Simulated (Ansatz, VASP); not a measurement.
Two plane-wave programs on Ta3I

```
Ta I
1.0
    -3.05772    3.05772    3.05772
     3.05772   -3.05772    3.05772
     3.05772    3.05772   -3.05772
Ta I
3 1
Cartesian
  3.0577 0.0000 0.0000
  0.0000 3.0577 0.0000
  0.0000 0.0000 3.0577
  0.0000 0.0000 0.0000
```

Alike in both runs: task single point; functional PBE; k mesh 4 × 4 × 4; occupations gaussian, width 0.1 eV; no spin polarisation.

|  | VASP | Ansatz |
| --- | --- | --- |
| version | VASP 6.6.1 | Ansatz 0.2.0 |
| potentials or method | VASP PAW PBE potentials, release 64 (Ta_pv, I), cutoff 520 eV | scalar-relativistic, plane waves, PAW |
| valence electrons in the cell | 40 | 56 |

```tsv
	VASP	Ansatz	Ansatz less VASP
gap on the k mesh at the Fermi level (eV)	none	none	-
pressure (GPa)	-16.7	-16.7	+0.04
```

A gap of «none» marks a metal or a gap that the smearing closes. The functional is the same, so the differences come from potentials, cutoffs and numerics. VASP's potentials hold 40 valence electrons a cell and Ansatz's 56, so a difference there can come from the potentials and not from the codes.

The k mesh is coarse, so the values compare programs but aren't converged. Spin-orbit coupling is off throughout.
